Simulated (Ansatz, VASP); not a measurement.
One calculation of CdS, two programs

The input INCAR:

```
SYSTEM = CdS
PREC = Accurate
ENCUT = 520
EDIFF = 1E-6
ISMEAR = 0
SIGMA = 0.01
LREAL = .False.
LASPH = .True.
NELM = 80
ALGO = Normal
ISIF = 2
LWAVE = .False.
LCHARG = .True.
GGA = PS
LELF = .True.
LVHAR = .True.
NBANDS = 26
```

File KPOINTS:

```
Automatic mesh
0
Gamma
  12 12 6
  0 0 0
```

Contents of POSCAR:

```
CdS
1.0
    4.1244802128      0.0000000000      0.0000000000
   -2.0622401064      3.5719046417      0.0000000000
    0.0000000000      0.0000000000      6.7094702297
Cd S
2 2
Direct
    0.3333333333      0.6666666667     -0.0183208976
    0.6666666667      0.3333333333      0.4816791024
    0.3333333333      0.6666666667      0.3953208976
    0.6666666667      0.3333333333      0.8953208976
```

Input for Ansatz:

```yaml
crystal:
  lattice:
    - [4.1244802128, 0.0, 0.0]
    - [-2.0622401064, 3.5719046417, 0.0]
    - [0.0, 0.0, 6.7094702297]
  atoms:
    - { symbol: Cd, position: [0.3333333333, 0.6666666667, -0.0183208976] }
    - { symbol: Cd, position: [0.6666666667, 0.3333333333, 0.4816791024] }
    - { symbol: S, position: [0.3333333333, 0.6666666667, 0.3953208976] }
    - { symbol: S, position: [0.6666666667, 0.3333333333, 0.8953208976] }
basis:
  ecutwfc: 420
  xc_grid: 2
kpoints:
  mp_grid: { grid: [12, 12, 6] }
hamiltonian:
  xc: pbesol
  pseudopotentials: { kind: paw, azcp: { folder: soft_1 } }
scf:
  occupations: { method: fixed }
output:
  forces: true
  stress: true
  eigenvalues: true
  polarization: {}
```

Change from the starting cell: polar distortion scaled by 0.70.

Alike in both runs: task single point; functional PBEsol; k mesh 12 × 12 × 6; no spin polarisation.

```csv
,VASP,Ansatz
version,VASP 6.6.1,Ansatz 0.2.0
potentials or method,"VASP PAW PBE potentials, release 64 (Cd, S), cutoff 520 eV","scalar-relativistic, plane waves, PAW"
occupations,"gaussian, width 0.01 eV",fixed
valence electrons in the cell,36,52
```

Ansatz gave:

| Item | Value |
| --- | --- |
| gap on the k mesh at the Fermi level (eV) | 1.21 |
| least direct gap on the mesh (eV) | 1.21 |
| pressure (GPa) | 1.1 |
| traceless stress, the component that is largest in VASP (GPa) | -4.10 |
| rms of the force components (eV/Å) | 0.375 |

Question: Which values does VASP return?

Answer: gap on the k mesh at the Fermi level (eV): 1.21; least direct gap on the mesh (eV): 1.21; pressure (GPa): 1.5; traceless stress, the component that is largest in VASP (GPa): -4.29; rms of the force components (eV/Å): 0.387.

VASP's potentials were made for PBE, not for PBEsol, and Ansatz warns of the same on its side. Atom by atom the forces differ by 0.012 eV/Å (rms over components). VASP's potentials hold 36 valence electrons a cell and Ansatz's 52, so a difference there can come from the potentials and not from the codes.
